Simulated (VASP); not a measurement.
Input of a VASP 6.6.1 run:

The input INCAR:

```
ALGO = Normal
EDIFF = 1E-6
ENCUT = 520
GGA = PE
ISIF = 2
ISMEAR = -1
ISPIN = 2
IVDW = 12
LASPH = True
LCHARG = False
LMAXMIX = 4
LORBIT = 11
LREAL = False
LWAVE = False
MAGMOM = 0.1 0.14 0.1 2.25
NBANDS = 20
NELM = 150
NUPDOWN = 3.0
PREC = Accurate
SIGMA = 0.1
```

File KPOINTS:

```
k-points
0
Gamma
  7 7 7
```

Contents of POSCAR:

```
Mg3Co
1.0
    0.0000000000      3.2541780000      3.2541780000
    3.2541780000      0.0000000000      3.2541780000
    3.2541780000      3.2541780000      0.0000000000
Mg Co
3 1
Direct
    0.2500000000      0.2500000000      0.2500000000
    0.5000000000      0.5000000000      0.5000000000
    0.7500000000      0.7500000000      0.7500000000
    0.0000000000      0.0000000000      0.0000000000
```

Potentials or basis: VASP PAW PBE potentials, release 64 (Mg, Co).

Launch:

```sh
$ cat potpaw_PBE.64/Mg/POTCAR potpaw_PBE.64/Co/POTCAR > POTCAR
$ mpirun -np 1 vasp_std > vasp.out
```

(1) Estimate the dispersion energy per atom.

(2) Predict the pressure.

Answers

(1) -0.343 eV.

(2) 1.8 GPa.

Caveat: the total moment is fixed, so each spin has its own Fermi level.
